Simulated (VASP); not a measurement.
# MnS (Fm-3m) in VASP: settings compared, part 2 of 2

VASP 6.6.1.

**5. Single point, PBEsol+U, collinear spin, ferromagnetic start**

POSCAR reads:

```
MnS
1.0
    0.0000000000      2.6045000000      2.6045000000
    2.6045000000      0.0000000000      2.6045000000
    2.6045000000      2.6045000000      0.0000000000
Mn S
1 1
Direct
    0.0000000000      0.0000000000      0.0000000000
    0.5000000000      0.5000000000      0.5000000000
```

INCAR.step1 reads:

```
SYSTEM = MnS
PREC     = Accurate       ! precision mode
ENCUT    = 520            ! plane-wave cutoff, eV
EDIFF    = 1E-6           ! SCF threshold, eV
ISMEAR   = -1             ! smearing method
SIGMA    = 0.05           ! smearing width, eV
LREAL    = .False.        ! projectors in reciprocal space
LASPH    = .True.         ! aspherical terms in the spheres
NELM     = 200            ! most SCF steps
ALGO     = Normal         ! electronic algorithm
ISIF     = 2              ! what is computed and relaxed
LWAVE    = .False.        ! write WAVECAR
LCHARG   = .True.         ! write CHGCAR
ISPIN    = 2              ! spin polarisation
MAGMOM   = 4 0            ! initial moments
LMAXMIX  = 4              ! l up to which the mixer works
LDAU     = .True.         ! DFT+U
LDAUTYPE = 2            
LDAUL    = 2 -1           ! shell
LDAUU    = 3 0            ! U, eV
LDAUJ    = 0 0          
LDAUPRINT= 1            
GGA      = PS             ! functional
NBANDS   = 22             ! bands
GGA_COMPAT= .False.      
NEDOS    = 2001           ! points of the DOS
LORBIT   = 11             ! projections on sites
```

KPOINTS.step1 reads:

```
regular mesh
0
Gamma
  9 9 9
  0 0 0
```

INCAR.step2 reads:

```
SYSTEM = MnS
PREC     = Accurate       ! precision mode
ENCUT    = 520            ! plane-wave cutoff, eV
EDIFF    = 1E-6           ! SCF threshold, eV
ISMEAR   = -5             ! smearing method
SIGMA    = 0.05           ! smearing width, eV
LREAL    = .False.        ! projectors in reciprocal space
LASPH    = .True.         ! aspherical terms in the spheres
NELM     = 200            ! most SCF steps
ALGO     = Normal         ! electronic algorithm
ISIF     = 2              ! what is computed and relaxed
LWAVE    = .False.        ! write WAVECAR
LCHARG   = .False.        ! write CHGCAR
ISPIN    = 2              ! spin polarisation
MAGMOM   = 4 0            ! initial moments
LORBIT   = 10             ! projections on sites
LMAXMIX  = 4              ! l up to which the mixer works
LDAU     = .True.         ! DFT+U
LDAUTYPE = 2            
LDAUL    = 2 -1           ! shell
LDAUU    = 3 0            ! U, eV
LDAUJ    = 0 0          
LDAUPRINT= 1            
GGA      = PS             ! functional
NEDOS    = 2001           ! points of the DOS
ICHARG   = 11             ! starting density
GGA_COMPAT= .False.
```

KPOINTS.step2 reads:

```
regular mesh
0
Gamma
  14 14 14
  0 0 0
```

Potentials or basis: VASP PAW PBE potentials, release 64 (Mn_sv, S).

Started as:

```console
$ cat potpaw_PBE.64/Mn_sv/POTCAR potpaw_PBE.64/S/POTCAR > POTCAR
$ cp INCAR.step1 INCAR
$ cp KPOINTS.step1 KPOINTS
$ mpirun -np 1 vasp_std > vasp.out
$ cp INCAR.step2 INCAR
$ cp KPOINTS.step2 KPOINTS
$ mpirun -np 1 vasp_std > vasp.out
```

Wall time 56 s (1 thread of Intel Xeon 6975P-C (Granite Rapids), shared host); peak memory 0.22 GiB.

The run converged. Its results:

```
Net moment                                            : 4.99 μB per cell
Site moments                                          : Mn +4.36; S +0.11 μB
Valence electrons inside the program's atomic spheres : Mn 12.78; S 3.75
```

Levels at points of the mesh, in eV from the Fermi level:
Spin up:
```tsv
k point	band 11	band 12	band 13	band 14	band 15	band 16
(0.00, 0.00, 0.00)	-1.67	-1.67	-1.67	1.70	8.39	8.39
(0.50, 0.00, 0.00)	-3.49	0.01	0.01	2.74	5.34	5.34
(0.50, 0.50, 0.00)	-3.41	-3.34	-3.34	0.78	5.10	10.17
```
Spin down:
```tsv
k point	band 5	band 6	band 7	band 8	band 9	band 10	band 11	band 12
(0.00, 0.00, 0.00)	-14.07	-1.42	-1.42	-1.42	1.42	1.42	1.42	1.50
(0.50, 0.00, 0.00)	-12.75	-6.23	-2.93	-2.93	2.66	2.66	2.77	3.35
(0.50, 0.50, 0.00)	-12.56	-5.44	-2.99	-2.99	-0.03	2.02	2.19	2.96
```

Eigenvalues of the final occupation matrices:
```tsv
site	spin	trace	eigenvalues
site 1 d	1	4.50	0.89 0.89 0.89 0.91 0.91
site 1 d	2	0.18	0.01 0.01 0.01 0.07 0.07
```

Caveat: the PAW data sets were made with another functional, which shifts forces and pressure a little; a cell with one magnetic atom can't hold antiferromagnetic order, which such compounds often take; tetrahedron occupations give inexact forces and stress in metals. The state reached can hang on the start; a lower one may exist.

**6. Single point, revPBE+U, collinear spin, ferromagnetic start**

This run uses another cell than the first one, of 16.96 Å³/atom.

INCAR reads:

```
PREC = Accurate ; ENCUT = 520
EDIFF = 1E-6 ; ISMEAR = -5
SIGMA = 0.1 ; LREAL = False
LASPH = True ; NELM = 150
ALGO = Normal ; ISIF = 2
LWAVE = False ; LCHARG = True
ISPIN = 2 ; MAGMOM = 4 0
LORBIT = 11 ; LMAXMIX = 4
LDAU = True ; LDAUTYPE = 2
LDAUL = 2 -1 ; LDAUU = 4 0
LDAUJ = 0 0 ; LDAUPRINT = 1
GGA = RE ; LELF = True
LVHAR = True ; NBANDS = 20
```

KPOINTS reads:

```
Automatic mesh
0
Gamma
  9 9 9
```

POSCAR reads:

```
MnS
1.0
    0.0000000000      2.5692997390      2.5692997390
    2.5692997390      0.0000000000      2.5692997390
    2.5692997390      2.5692997390      0.0000000000
Mn S
1 1
Direct
    0.0000000000      0.0000000000      0.0000000000
    0.5000000000      0.5000000000      0.5000000000
```

Potentials or basis: VASP PAW PBE potentials, release 64 (Mn_pv, S).

Started as:

```console
$ cat potpaw_PBE.64/Mn_pv/POTCAR potpaw_PBE.64/S/POTCAR > POTCAR
$ mpirun -np 1 vasp_std > vasp.out
```

It took 91 s on 1 thread of Intel Xeon 8259CL, shared host; peak memory 0.19 GiB.

Results (log left out):

* Free energy: -12.3730 eV
* Pressure: 10.8 GPa
* Band gap on the k mesh: 0.46 eV (least direct gap 2.61 eV)
* Net moment: 5.00 μB per cell
* Site moments: Mn +4.59; S +0.09 μB
* Valence electrons inside the program's atomic spheres: Mn 11.31; S 3.82

Levels at points of the mesh, in eV from the valence-band top:
Spin up:
| k point | band 10 | band 11 | band 12 | band 13 | band 14 | band 15 |
| --- | --- | --- | --- | --- | --- | --- |
| (0.00, 0.00, 0.00) | -1.53 | -1.53 | -1.53 | 2.33 | 8.53 | 8.53 |
Spin down:
| k point | band 4 | band 5 | band 6 | band 7 | band 8 | band 9 | band 10 | band 11 |
| --- | --- | --- | --- | --- | --- | --- | --- | --- |
| (0.00, 0.00, 0.00) | -14.19 | -1.34 | -1.34 | -1.34 | 2.03 | 2.03 | 2.03 | 2.03 |

Eigenvalues of the final occupation matrices:
| site | spin | trace | eigenvalues |
| --- | --- | --- | --- |
| site 1 d | 1 | 4.71 | 0.93 0.93 0.93 0.96 0.96 |
| site 1 d | 2 | 0.21 | 0.02 0.02 0.02 0.08 0.08 |

Caveat: the cell stands under pressure; the PAW data sets were made with another functional, which shifts forces and pressure a little; an odd mesh through Γ misses points on the zone boundary, where band edges can lie; a cell with one magnetic atom can't hold antiferromagnetic order, which such compounds often take.

**7. The runs side by side**

```tsv
task	level	potentials or basis	U	cell	cutoff (eV)	smearing	dipole correction	k mesh for the DOS	occupations for the DOS	tolerance level	purpose	gap on the mesh (eV)	pressure (GPa)	moment (μB)
relaxation of cell and atoms	PBE+U	VASP PAW PBE potentials, release 64 (Mn_pv, S)	Mn d U = 4.5 eV	relaxed from a = 3.683 Å, angles 60.0°, 2 atoms	600	fermi-dirac 0.05 eV	no	-	-	-	-	1.14	-0.1	5.00
single point	PBEsol+U	VASP PAW PBE potentials, release 64 (Mn_sv, S)	Mn d U = 4.0 eV	a = 3.683 Å, angles 60.0°, 2 atoms	520	fermi-dirac 0.05 eV	no	14 × 14 × 14	tetrahedron	-	-	-	-	5.00
band structure	PBE+U	VASP PAW PBE potentials, release 64 (Mn_pv, S)	Mn d U = 6 eV	a = 3.683 Å, angles 60.0°, 2 atoms	540	gaussian 0.03 eV	-	-	-	standard	bands	1.30	5.7	5.00
single point	PBEsol+U	VASP PAW PBE potentials, release 64 (Mn_sv, S)	Mn d U = 3.0 eV	a = 3.683 Å, angles 60.0°, 2 atoms	520	fermi-dirac 0.05 eV	no	14 × 14 × 14	tetrahedron	-	-	-	-	4.99
single point	revPBE+U	VASP PAW PBE potentials, release 64 (Mn_pv, S)	Mn d U = 4.0 eV	a = 3.634 Å, angles 60.0°, 2 atoms	520	tetrahedron	no	-	-	-	-	0.46	10.8	5.00
```

Alike in all rows: spin collinear, ferromagnetic start; k mesh 9 × 9 × 9.

Caveats: a cell with one magnetic atom can't hold antiferromagnetic order, which such compounds often take; the PAW data sets were made with another functional, which shifts forces and pressure a little (at least some runs); an odd mesh through Γ misses points on the zone boundary, where band edges can lie (at least some runs); the cell stands under pressure (at least some runs); tetrahedron occupations give inexact forces and stress in metals (at least some runs).

Total energies depend on the potentials used, so only differences within one code and one set of settings carry meaning.
